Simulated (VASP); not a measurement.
# H16CO7 in VASP: notebook

Runs on H16CO7. Level: PBE+D3(BJ). Tasks: single point.

Everything below comes from runs of VASP 6.6.1. Logs are shortened: lines on timing, memory, paths and dates and some standing lists are left out, and cuts for length are marked.

## 1. The cell of the first run

The cell holds a disordered packing, 24 atoms: a = 6.274 Å, b = 6.274 Å, c = 6.274 Å, α = 90.00°, β = 90.00°, γ = 90.00°.

## 2. Single point, PBE+D3(BJ)

Input file INCAR:

```
SYSTEM = H16CO7
PREC     = Accurate       ! precision mode
ENCUT    = 520            ! plane-wave cutoff, eV
EDIFF    = 1E-6           ! SCF threshold, eV
ISMEAR   = -1             ! smearing method
SIGMA    = 0.05           ! smearing width, eV
LREAL    = Auto         
LASPH    = .True.         ! aspherical terms in the spheres
NELM     = 60             ! most SCF steps
ALGO     = Normal         ! electronic algorithm
ISIF     = 2              ! what is computed and relaxed
LWAVE    = .False.        ! write WAVECAR
LCHARG   = .False.        ! write CHGCAR
GGA      = PE             ! functional
IVDW     = 12             ! dispersion correction
NBANDS   = 49             ! bands
```

Input file KPOINTS:

```
Automatic mesh
0
Gamma
  1 1 1
  0 0 0
```

Input file POSCAR:

```
H16CO7
1.0
    6.2743050000      0.0000000000      0.0000000000
    0.0000000000      6.2743050000      0.0000000000
    0.0000000000      0.0000000000      6.2743050000
O H C
7 16 1
Direct
    0.4642904672     -0.0517029376      0.8886083797
    0.1046649788     -0.2098240363      1.1033413263
    0.7421698499      0.8011883388      0.5711389548
    0.3519593007      0.5280106721      0.7700932613
    0.7719101956      0.5305926314      1.0297873629
    0.4660277114      0.6750229707      0.2892113150
    0.8879867969      0.1733897220      0.2825014085
    0.4931382838      0.0977478781      0.8736585168
    0.5101122754     -0.0956281214      1.0358916247
    0.1983167857     -0.1221171110      1.0096257673
    0.2246145191     -0.2634554744      1.2046433828
    0.7705873400      0.9033191724      0.6979896578
    0.6445176000      0.7035201508      0.6485977331
    0.2243116967      0.4617563220      0.8305302340
    0.2936261466      0.6677074194      0.7804529745
    0.8214933766      0.3910233882      1.0621574820
    0.8936607321      0.6226028221      1.0277951104
    0.5724458725      0.5800164321      0.2071942630
    0.5628511843      0.7665390828      0.3696664411
    0.9923170773      0.4464717606      0.4084117683
    0.9368846430      0.0417576130      0.2081505442
    1.1214947313      0.2253795440      0.5247593160
    1.2113373513      0.3171347265      0.2860077730
    1.0714015337      0.2947099320      0.3736987603
```

Potentials or basis: VASP PAW PBE potentials, release 64 (O, H, C).

Started as:

```console
cat potpaw_PBE.64/O/POTCAR potpaw_PBE.64/H/POTCAR potpaw_PBE.64/C/POTCAR > POTCAR
mpirun -np 1 vasp_gam > vasp.out
```

OUTCAR:

```text
SYSTEM = H16CO7
   PREC = Accurate
   ENCUT = 520
   EDIFF = 1E-6
   ISMEAR = -1
   LREAL = Auto
   LASPH = .True.
   NELM = 60
   ISIF = 2
   GGA = PE
   IVDW = 12
 IVDW          = 12

 ion  position               nearest neighbor table
   1  0.464  0.948  0.889-   8 0.96   9 1.01
   2  0.105  0.790  0.103-  10 1.00  11 1.04
   3  0.742  0.801  0.571-  13 0.99  12 1.04
   4  0.352  0.528  0.770-  15 0.95  14 0.98
   5  0.772  0.531  0.030-  16 0.95  17 0.96
   6  0.466  0.675  0.289-  19 0.98  18 1.03
   7  0.888  0.173  0.283-  21 1.00  24 1.49
   8  0.493  0.098  0.874-   1 0.96
   9  0.510  0.904  0.036-   1 1.01
  10  0.198  0.878  0.010-   2 1.00
  11  0.225  0.737  0.205-   2 1.04
  12  0.771  0.903  0.698-   3 1.04
  13  0.645  0.704  0.649-   3 0.99
[... 8 lines left out ...]
  22  0.121  0.225  0.525-  24 1.09
  23  0.211  0.317  0.286-  24 1.05
  24  0.071  0.295  0.374-  23 1.05  22 1.09  20 1.10   7 1.49

  LATTYP: Found a simple cubic cell.
 ALAT       =     6.2743050000

  Lattice vectors:

 A1 = (   6.2743050000,   0.0000000000,   0.0000000000)
 A2 = (   0.0000000000,   6.2743050000,   0.0000000000)
 A3 = (   0.0000000000,   0.0000000000,   6.2743050000)

Analysis of symmetry for initial positions (statically):
=====================================================================
 Subroutine PRICEL returns:
 Original cell was already a primitive cell.

 Routine SETGRP: Setting up the symmetry group for a
 simple cubic supercell.

 Subroutine GETGRP returns: Found  1 space group operations
 (whereof  1 operations were pure point group operations)
 out of a pool of 48 trial point group operations.

The static configuration has the point symmetry C_1 .

Analysis of symmetry for dynamics (positions and initial velocities):
=====================================================================
 Subroutine PRICEL returns:
 Original cell was already a primitive cell.

 Routine SETGRP: Setting up the symmetry group for a
 simple cubic supercell.

 Subroutine GETGRP returns: Found  1 space group operations
 (whereof  1 operations were pure point group operations)
 out of a pool of 48 trial point group operations.

The dynamic configuration has the point symmetry C_1 .

 Subroutine INISYM returns: Found  1 space group operations
[... 118 lines left out ...]
   LREAL  =      T    real-space projection
   EDIFFG = 0.1E-04   stopping-criterion for IOM
   NSW    =      0    number of steps for IOM
   IBRION =     -1    ionic relax: 0-MD 1-quasi-New 2-CG
   NFREE  =      0    steps in history (QN), initial steepest desc. (CG)
   ISIF   =      2    stress and relaxation
   ISYM   =      2    0-nonsym 1-usesym 2-fastsym
   POTIM  = 0.5000    time-step for ionic-motion
   TEBEG  =    0.0;   TEEND  =   0.0 temperature during run
   PSTRESS=    0.0 pullay stress
   NELECT =      62.0000    total number of electrons
   NUPDOWN=      -1.0000    fix difference up-down
   EMIN   =  10.00;   EMAX   =-10.00  energy-range for DOS
   EFERMI =   0.00;   METHOD = LEGACY
   ISMEAR =    -1;   SIGMA  =   0.05  broadening in eV -4-tet -1-fermi 0-gaus
   EFERMI_NEDOS =   21; number of points for ismear=-14 and -15
   IALGO  =     38    algorithm
   IMIX   =      4    mixing-type and parameters
     AMIX     =   0.40;   BMIX     =  1.00
     AMIX_MAG =   1.60;   BMIX_MAG =  1.00
  volume/ion in A,a.u.               =      10.29        69.45
  Fermi-wavevector in a.u.,A,eV,Ry     =   1.032697  1.951515 14.510124  1.066464
  Thomas-Fermi vector in A             =   2.166908
   LORBIT       =      0    0 simple, 1 ext, 2 COOP (PROOUT), +10 PAW based schemes
   GGA     = PE    functional components
   LHFCALC =     F    Hartree Fock is set to
   AEXX    =    0.0000 exact exchange contribution
   IVDW    =    12    specifies the selected vdW correction
   LEPSILON=     F    determine dielectric tensor
   LRPA    =     F    only Hartree local field effects (RPA)
 non-spin polarized calculation
  energy-cutoff  :      520.00
  volume of cell :      247.00
 maximum number of plane-waves:      3334
 NGX is ok and might be reduce to    48
   NGX = 23   NGY = 23   NGZ = 23

 number of electron      62.0000005 magnetization

 Free energy of the ion-electron system (eV)
  ---------------------------------------------------
  ext. energy  EPLUGINS =         0.00000000
  ---------------------------------------------------
  free energy    TOTEN  =      -116.80625153 eV

  energy without entropy =     -116.80625153  energy(sigma->0) =     -116.80625153

 E-fermi :  -2.0221     XC(G=0):  -6.6936

 val. band max:       -3.2742787588   @ k =   0.0000   0.0000   0.0000
 cond. band min:       0.8351497145   @ k =   0.0000   0.0000   0.0000
 fundamental gap:      4.1094284733
 Fermi energy:        -2.0220607584

 k-point     1 :       0.0000    0.0000    0.0000
  band No.  band energies     occupation
      1     -22.9631      2.00000
      2     -22.3471      2.00000
      3     -22.2194      2.00000
      4     -21.8604      2.00000
      5     -21.7463      2.00000
      6     -21.6575      2.00000
[... 35 lines left out ...]
     42       6.9251      0.00000
     43       6.9456      0.00000
 [bands above 43 left out]

------------------------ aborting loop because EDIFF is reached ----------------------------------------

 Edisp (eV)   -0.81631

 E8    (eV) :    -0.1700

  FORCE on cell =-STRESS in cart. coord.  units (eV):
  Direction    XX          YY          ZZ          XY          YZ          ZX
  --------------------------------------------------------------------------------------
  -------------------------------------------------------------------------------------
  Total      -1.17286     2.22511    -0.92544     0.04766    -1.01821    -1.07221
  in kB      -7.60782    14.43330    -6.00291     0.30916    -6.60466    -6.95493
  external pressure =        0.27 kB  Pullay stress =        0.00 kB

 VOLUME and BASIS-vectors are now :
 -----------------------------------------------------------------------------
  energy-cutoff  :      520.00
  volume of cell :      247.00
      direct lattice vectors                 reciprocal lattice vectors
     6.274305000  0.000000000  0.000000000     0.159380202  0.000000000  0.000000000
     0.000000000  6.274305000  0.000000000     0.000000000  0.159380202  0.000000000
     0.000000000  0.000000000  6.274305000     0.000000000  0.000000000  0.159380202

 POSITION                                       TOTAL-FORCE (eV/Angst)
 -----------------------------------------------------------------------------------
      2.91310      5.94991      5.57540         0.085294     -0.586196      1.127363
      0.65670      4.95780      0.64840         1.188609      0.449078      0.364748
      4.65660      5.02690      3.58350         0.248789      0.887561      2.651346
      2.20830      3.31290      4.83180        -0.776260     -1.202647      0.193028
      4.84320      3.32910      0.18689        -1.682523      0.192994     -0.709875
      2.92400      4.23530      1.81460         0.503644     -0.793941     -1.186558
[... 16 lines left out ...]
      1.32599      1.98980      1.79450         1.277947      0.048454     -1.672389
      0.44799      1.84910      2.34470        -3.028962     -0.495792      1.226064
 -----------------------------------------------------------------------------------
    total drift:                               -0.001945     -0.010859      0.004557

  FREE ENERGIE OF THE ION-ELECTRON SYSTEM (eV)
  ---------------------------------------------------
  free  energy   TOTEN  =      -117.6225618655 eV

  energy  without entropy=     -117.6225618655  energy(sigma->0) =     -117.62256187
```

OSZICAR:

```text
N       E                     dE             d eps       ncg     rms          rms(c)
DAV:   1     0.470796165201E+03    0.47080E+03   -0.33107E+04    98   0.117E+03
DAV:   2    -0.816252789956E+02   -0.55242E+03   -0.53103E+03   139   0.284E+02
DAV:   3    -0.128183139805E+03   -0.46558E+02   -0.46248E+02   123   0.881E+01
DAV:   4    -0.128841133577E+03   -0.65799E+00   -0.65696E+00   116   0.118E+01
DAV:   5    -0.128850300102E+03   -0.91665E-02   -0.91622E-02   116   0.135E+00    0.206E+01
DAV:   6    -0.117603454098E+03    0.11247E+02   -0.31220E+01   116   0.243E+01    0.837E+00
DAV:   7    -0.117050450498E+03    0.55300E+00   -0.14122E+00   124   0.533E+00    0.511E+00
DAV:   8    -0.116801304993E+03    0.24915E+00   -0.44316E-01   124   0.381E+00    0.621E-01
DAV:   9    -0.116801688804E+03   -0.38381E-03   -0.55807E-02   124   0.117E+00    0.360E-01
DAV:  10    -0.116806191660E+03   -0.45029E-02   -0.14081E-02   116   0.565E-01    0.181E-01
DAV:  11    -0.116805991561E+03    0.20010E-03   -0.19261E-03   124   0.254E-01    0.102E-01
DAV:  12    -0.116806232673E+03   -0.24111E-03   -0.13194E-03   100   0.175E-01    0.341E-02
DAV:  13    -0.116806238111E+03   -0.54375E-05   -0.13157E-04   124   0.647E-02    0.173E-02
DAV:  14    -0.116806248651E+03   -0.10540E-04   -0.29961E-05   108   0.284E-02    0.777E-03
DAV:  15    -0.116806251237E+03   -0.25859E-05   -0.37765E-06   116   0.120E-02    0.375E-03
DAV:  16    -0.116806251528E+03   -0.29121E-06   -0.11078E-06    84   0.584E-03
   1 F= -.11762256E+03 E0= -.11762256E+03  d E =-.346412E-10
```

stdout:

```text
POSCAR found type information on POSCAR O H C
 POSCAR found :  3 types and      24 ions
 scaLAPACK will be used
 LDA part: xc-table for (Slater+PW92), standard interpolation
 POSCAR, INCAR and KPOINTS ok, starting setup
 FFT: planning ... GRIDC
 FFT: planning ... GRID_SOFT
 FFT: planning ... GRID
 WAVECAR not read
 entering main loop
```

It took 19 s on 1 thread of Intel Xeon Platinum 8559C (Emerald Rapids), shared host; peak memory 0.3 GiB.

What came out:

| Property | Result |
| --- | --- |
| Free energy | -117.6226 eV |
| Pressure | 0.0 GPa |
| Largest force | 3.305 eV/Å |
| Dispersion energy per atom | -0.034 eV |

Forces in eV/Å, atoms in the order of the input:
```
O    0.085 -0.586  1.127
O    1.189  0.449  0.365
O    0.249  0.888  2.651
O   -0.776 -1.203  0.193
O   -1.683  0.193 -0.710
O    0.504 -0.794 -1.187
O    1.285  0.126 -0.716
H    0.120  0.771  0.058
H   -0.210  0.163 -0.822
H   -0.501 -0.256  0.092
H   -0.831  0.163 -0.621
H   -0.388 -1.225 -2.204
H    0.444  0.014 -0.310
H    0.344 -0.720 -0.101
H    0.288  1.595 -0.266
H    0.477 -1.387  0.655
H    1.165  0.841  0.338
H   -0.788  0.954  0.243
H    0.144  0.325  0.554
H    0.421  0.235  0.069
H    0.292  0.262  0.688
H   -0.079 -0.360  0.348
H    1.278  0.048 -1.672
C   -3.029 -0.496  1.226
```

Stress tensor (GPa, compression positive):
```
-0.76  0.03 -0.70
 0.03  1.44 -0.66
-0.70 -0.66 -0.60
```

Caveat: the k points lie up to 1.00 Å⁻¹ apart.

## 3. Single point, PBE+D3(BJ)

Input file INCAR:

```
SYSTEM = H16CO7
  PREC = Accurate
  ENCUT = 520
  EDIFF = 1E-7
  ISMEAR = -1
  SIGMA = 0.05
  LREAL = Auto
  LASPH = .TRUE.
  NELM = 80
  ALGO = Normal
  ISIF = 2
  LWAVE = .FALSE.
  LCHARG = .FALSE.
  GGA = PE
  IVDW = 12
  NBANDS = 49
```

Input file KPOINTS:

```
regular mesh
0
G
  1 1 1
  0 0 0
```

Input file POSCAR:

```
H16CO7
1.0
    6.2743050000      0.0000000000      0.0000000000
    0.0000000000      6.2743050000      0.0000000000
    0.0000000000      0.0000000000      6.2743050000
O H C
7 16 1
Direct
    0.4132409884      0.0075068075      0.8714590700
    0.0694578921     -0.2017593981      1.0919456418
    0.7718464436      0.8049815876      0.6562001688
    0.2729226584      0.5680629169      0.7230920397
    0.7254986807      0.5466422177      1.0518933970
    0.3784164142      0.6494902623      0.3117954897
    0.9364224404      0.1909534203      0.1798764963
    0.4960868176     -0.0558786989      0.7492782069
    0.4786824995     -0.0341233013      1.0068047377
    0.0653458829     -0.0472402920      1.0806455854
    0.1745372595     -0.2464974208      1.2048665151
    0.9143323444      0.7764684694      0.6228737685
    0.7196972414      0.6726960197      0.7161430629
    0.3023920578      0.4309162529      0.7870991289
    0.2759827582      0.6448044843      0.8653069942
    0.8065275756      0.4117746906      1.0393979891
    0.8554572977      0.6370426685      1.0806933995
    0.5119292097      0.5841125033      0.2241841925
    0.3810143115      0.6164985604      0.4621866486
    1.0890767981      0.4113124880      0.3949441412
    0.8085995182      0.1207305032      0.2406959815
    1.0357959965      0.1576110820      0.4928992135
    1.2366469274      0.1569735612      0.3281478985
    1.0730272118      0.2440110897      0.3452015801
```

Potentials or basis: VASP PAW PBE potentials, release 64 (O, H, C).

Started as:

```console
cat potpaw_PBE.64/O/POTCAR potpaw_PBE.64/H/POTCAR potpaw_PBE.64/C/POTCAR > POTCAR
mpirun -np 1 vasp_gam > vasp.out
```

Run time: 23 s. Hardware: 1 thread of Intel Xeon Platinum 8559C (Emerald Rapids), shared host; peak memory 0.3 GiB.

The run converged. Its results:

```
Free energy                : -117.6119 eV
Pressure                   : -0.4 GPa
Largest force              : 3.816 eV/Å
Dispersion energy per atom : -0.034 eV
```

Forces in eV/Å, atoms in the order of the input:
```
O    0.351  0.052 -0.867
O   -0.058 -0.991  0.194
O   -1.890  0.666 -0.051
O    0.076  0.325  1.966
O    0.655 -0.262 -0.148
O    2.099 -0.545 -2.093
O   -1.456 -0.260 -0.649
H   -0.177  0.512  1.484
H    0.111 -0.200 -0.649
H   -0.114  0.108 -0.048
H    0.104  0.140 -0.421
H    2.039 -0.310 -0.366
H   -0.094 -0.314  0.457
H    0.101 -1.015 -0.551
H   -0.509  0.542 -1.420
H   -0.742 -0.215  0.210
H   -0.493  0.790 -0.053
H   -1.674  1.051  1.507
H    0.295 -0.230  0.614
H   -0.085 -0.052 -0.808
H    0.645  0.320 -0.351
H   -0.809  0.065  0.268
H   -0.911  1.343 -0.638
C    2.536 -1.520  2.414
```

Stress tensor (GPa, compression positive):
```
-1.03  1.51  1.63
 1.51  1.35 -0.88
 1.63 -0.88 -1.57
```

Levels at points of the mesh, in eV from the Fermi level:
```
           k point  band 27  band 28  band 29  band 30  band 31  band 32  band 33  band 34  band 35  band 36
(0.00, 0.00, 0.00)    -2.11    -1.97    -1.73    -1.51    -1.29     3.02     5.52     6.22     6.44     6.66
```

Caveat: the k points lie up to 1.00 Å⁻¹ apart; the atoms stand as in a frame of molecular dynamics.

## 4. Single point, PBE+D3(BJ)

Input file INCAR:

```
SYSTEM = H16CO7
  PREC = Accurate
  ENCUT = 520
  EDIFF = 1E-7
  ISMEAR = -1
  SIGMA = 0.05
  LREAL = Auto
  LASPH = .True.
  NELM = 80
  ALGO = Normal
  ISIF = 2
  LWAVE = .False.
  LCHARG = .False.
  GGA = PE
  IVDW = 12
  NBANDS = 49
```

Input file KPOINTS:

```
regular mesh
0
Gamma
  1 1 1
  0 0 0
```

Input file POSCAR:

```
H16CO7
1.0
    6.2743050000      0.0000000000      0.0000000000
    0.0000000000      6.2743050000      0.0000000000
    0.0000000000      0.0000000000      6.2743050000
O H C
7 16 1
Direct
    0.4247163630      0.0478778128      0.8954139144
    0.1098926495     -0.1669507619      1.0669707641
    0.7900317246      0.8912062770      0.6812069225
    0.2256823664      0.6001142756      0.7355555715
    0.7465368674      0.5500529541      0.9996963807
    0.3641678242      0.6597384093      0.3406751824
    1.0132118219      0.1936947598      0.2022375387
    0.4556679983      0.0084312127      0.7492303928
    0.2805569701      0.0243054808      0.9629433061
    0.0338045409     -0.0387772032      1.0927266048
    0.1659307286     -0.2439473376      1.1992882080
    0.9101406451      0.7932352667      0.6695243537
    0.7134814135      0.8314705772      0.8051250298
    0.2009306210      0.4523688281      0.7658218719
    0.2848921116      0.6833744933      0.8422765549
    0.7682444510      0.4544726468      0.8811493863
    0.8493689739      0.6516578330      0.9950902929
    0.4991628555      0.6048478676      0.2874103188
    0.3214858060      0.6038437723      0.4732635726
    1.0251015850      0.4262942270      0.4265014213
    0.8592824225      0.1939497681      0.1723218747
    0.9487425300      0.1778523677      0.5233408322
    1.2269247351      0.2099356024      0.4552854858
    1.0579976587      0.2504022358      0.4141494556
```

Started as:

```console
cat potpaw_PBE.64/O/POTCAR potpaw_PBE.64/H/POTCAR potpaw_PBE.64/C/POTCAR > POTCAR
mpirun -np 1 vasp_gam > vasp.out
```

Run time: 20 s. Hardware: 1 thread of Intel Xeon Platinum 8559C (Emerald Rapids), shared host; peak memory 0.3 GiB.

Results (log left out):

| Property | Result |
| --- | --- |
| Free energy | -116.9419 eV |
| Pressure | 2.8 GPa |
| Largest force | 4.622 eV/Å |
| Dispersion energy per atom | -0.034 eV |

Forces on the atoms (eV/Å):
```
O    0.512  0.945  0.887
O    0.358 -2.791 -0.368
O   -0.207 -0.281  0.365
O   -1.366 -1.166 -3.473
O   -3.606 -2.853  0.469
O    0.502  0.980 -2.164
O   -0.720 -0.210 -1.224
H   -0.908 -0.123 -0.005
H    1.098 -0.718 -1.272
H   -0.511  1.159  1.286
H    0.080  0.999 -0.814
H    0.282  0.082 -0.140
H   -0.003  0.311 -0.375
H    0.337 -0.241  0.932
H    0.768  0.993  2.479
H   -0.001 -0.132 -0.161
H    3.647  2.807  0.135
H   -0.195 -0.071  0.108
H   -0.036 -0.729  2.093
H    0.598 -0.524  0.156
H    0.333  0.500  0.434
H   -0.387 -0.830  0.709
H   -0.673  0.177 -0.366
C    0.098  1.715  0.308
```

Stress tensor (GPa, compression positive):
```
 0.89  1.85 -0.51
 1.85  4.03  0.88
-0.51  0.88  3.61
```

Levels at points of the mesh, in eV from the Fermi level:
```
           k point  band 27  band 28  band 29  band 30  band 31  band 32  band 33  band 34  band 35  band 36
(0.00, 0.00, 0.00)    -2.02    -1.84    -1.65    -1.31    -1.23     3.17     5.53     6.17     6.27     6.47
```

Caveat: the k points lie up to 1.00 Å⁻¹ apart; the atoms stand as in a frame of molecular dynamics.

## 5. Summary

| cell | pressure (GPa) | largest force (eV/Å) |
| --- | --- | --- |
| as given, atomic positions A | 0.0 | 3.31 |
| as given, atomic positions B | -0.4 | 3.82 |
| as given, atomic positions C | 2.8 | 4.62 |

Alike in all rows: task single point; level PBE+D3(BJ); potentials or basis VASP PAW PBE potentials, release 64 (O, H, C); no spin polarisation; k mesh 1 × 1 × 1; cutoff (eV) 520; smearing fermi-dirac 0.05 eV.

Caveats: all runs use coarse meshes; the atoms stand as in a frame of molecular dynamics (at least some runs).

Total energies depend on the potentials used, so only differences within one code and one set of settings carry meaning.
